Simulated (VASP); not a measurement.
Runs of VASP 6.6.1 on InSb. The structure is that of space group F-43m (No. 216), or close to it. The cells are those of the table. 

```csv
task,level,potentials or basis,spin,cell,cutoff (eV),gap on the mesh (eV),pressure (GPa),relaxed volume (Å³/atom)
single point,LDA,"VASP PAW LDA potentials, release 64 (In_d, Sb)",off,"a = 4.562 Å, angles 60.0°, 2 atoms",520,none,(a),-
relaxation of cell and atoms,PBEsol,"VASP PAW PBE potentials, release 64 (In_d, Sb)",off,"relaxed from a = 4.581 Å, angles 60.0°, 2 atoms",600,none,0.0,34.66
single point,PBEsol,"VASP PAW PBE potentials, release 64 (In_d, Sb)",off,"a = 4.581 Å, angles 60.0°, 2 atoms",520,none,0.9,-
relaxation of cell and atoms,LDA,"VASP PAW LDA potentials, release 64 (In_d, Sb)",off,"relaxed from a = 4.581 Å, angles 60.0°, 2 atoms",600,none,0.0,33.63
single point,PBEsol,"VASP PAW PBE potentials, release 64 (In_d, Sb)","non-collinear, zero start, SOC","a = 4.611 Å, angles 60.0°, 2 atoms",520,-,0.0,-
single point,PBEsol,"VASP PAW PBE potentials, release 64 (In_d, Sb)",off,"a = 4.611 Å, angles 60.0°, 2 atoms",520,none,0.0,-
```

Alike in all rows: k mesh 8 × 8 × 8; smearing gaussian 0.1 eV.

Estimate the missing entries.

(a) 0.1.

Caveats: semilocal functionals underestimate gaps, so a narrow gap can read as zero (at least some runs); spin-orbit coupling is left out, which moves the levels of the heavy elements (at least some runs); the PAW data sets were made with another functional, which shifts forces and pressure a little (at least some runs).

A k mesh can miss the band edges, and rows without SOC leave out spin-orbit coupling on In, Sb.

A gap of «none» marks levels without a gap at the run's occupations.
